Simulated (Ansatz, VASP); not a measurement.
# Two plane-wave programs on Hf2B

Contents of INCAR:

```
PREC = Accurate
ENCUT = 600
EDIFF = 1E-6
ISMEAR = 0
SIGMA = 0.1
LREAL = F
LASPH = T
NELM = 100
ALGO = Fast
ISIF = 3
LWAVE = F
LCHARG = F
GGA = PE
IBRION = 2
NSW = 80
EDIFFG = -0.001
```

The input KPOINTS:

```
regular mesh
0
Gamma
  12 12 4
```

File POSCAR:

```
Hf2B
1.0
    3.1699944049      0.0000000000      0.0000000000
   -1.5849972025      2.7452956845      0.0000000000
    0.0000000000      0.0000000000     11.3329820358
Hf B
4 2
Direct
    0.0000000000      0.0000000000      0.1511012290
    0.0000000000      0.0000000000      0.8488987710
    0.3333333333      0.6666666667      0.3887028186
    0.6666666667      0.3333333333      0.6112971814
    0.3333333333      0.6666666667      0.9994615067
    0.6666666667      0.3333333333      0.0005384933
```

Input for Ansatz:

```yaml
crystal:
  lattice:
    - [3.1699944049, 0.0, 0.0]
    - [-1.5849972025, 2.7452956845, 0.0]
    - [0.0, 0.0, 11.3329820358]
  atoms:
    - { symbol: Hf, position: [0.0, 0.0, 0.151101229] }
    - { symbol: Hf, position: [0.0, 0.0, 0.848898771] }
    - { symbol: Hf, position: [0.3333333333, 0.6666666667, 0.3887028186] }
    - { symbol: Hf, position: [0.6666666667, 0.3333333333, 0.6112971814] }
    - { symbol: B, position: [0.3333333333, 0.6666666667, 0.9994615067] }
    - { symbol: B, position: [0.6666666667, 0.3333333333, 0.0005384933] }
basis:
  ecutwfc: 420
kpoints:
  mp_grid: { grid: [12, 12, 4] }
hamiltonian:
  xc: pbe
scf:
  occupations: { method: gaussian, width: 0.1 }
output:
  forces: true
  stress: true
  eigenvalues: true
relax:
  adjacent_minimum: "off"
  f_tol: 0.001
  max_steps: 60
  cell: { stress_tol: 0.01 }
```

Alike in both runs: task relaxation of cell and atoms; functional PBE; k mesh 12 × 12 × 4; occupations gaussian, width 0.1 eV; no spin polarisation.

```csv
,VASP,Ansatz
version,VASP 6.6.1,Ansatz 0.2.0
potentials or method,"VASP PAW PBE potentials, release 64 (Hf_pv, B), cutoff 600 eV","scalar-relativistic, plane waves, PAW"
valence electrons in the cell,46,110
```

Ansatz gave:

```
gap on the k mesh at the Fermi level, each at its own relaxed structure (eV) : none
relaxed volume (Å³/atom)                                                     : 16.44
relaxed length of the cell vector where the two differ most in proportion (Å)              : 3.170
```

**Question.** What did VASP give for the same quantities?

**Answer.** gap on the k mesh at the Fermi level, each at its own relaxed structure (eV): none; relaxed volume (Å³/atom): 16.39; relaxed length of the cell vector where the two differ most in proportion (Å): 3.166.

A gap of «none» marks a metal or a gap that the smearing closes. VASP's potentials hold 46 valence electrons a cell and Ansatz's 110, so a difference there can come from the potentials and not from the codes.

Neither program's run includes spin-orbit coupling.
